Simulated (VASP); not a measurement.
Here is a VASP 6.6.1 calculation.

Contents of INCAR:

```
SYSTEM = Cd
ALGO = Normal
EDIFF = 1E-7
ENCUT = 520
GGA = PE
ISIF = 2
ISMEAR = 0
LASPH = .True.
LCHARG = .False.
LREAL = .False.
LWAVE = .False.
NBANDS = 12
NELM = 100
PREC = Accurate
SIGMA = 0.1
```

The input KPOINTS:

```
k-points
0
Gamma
  16 16 16
  0 0 0
```

Contents of POSCAR:

```
Cd
1.0
    0.0000000000      2.2537458011      2.2537458011
    2.2537458011      0.0000000000      2.2537458011
    2.2537458011      2.2537458011      0.0000000000
Cd
1
Direct
    0.0000000000      0.0000000000      0.0000000000
```

Potentials or basis: VASP PAW PBE potentials, release 64 (Cd).

Command:

```console
$ cat potpaw_PBE.64/Cd/POTCAR > POTCAR
$ mpirun -np 1 vasp_std > vasp.out
```

Question: Estimate the band gap on the k mesh.

Answer: Zero (bands 6 and 7 overlap by 3.24 eV).

Question: What does it give for the pressure?

Answer: 0.3 GPa.
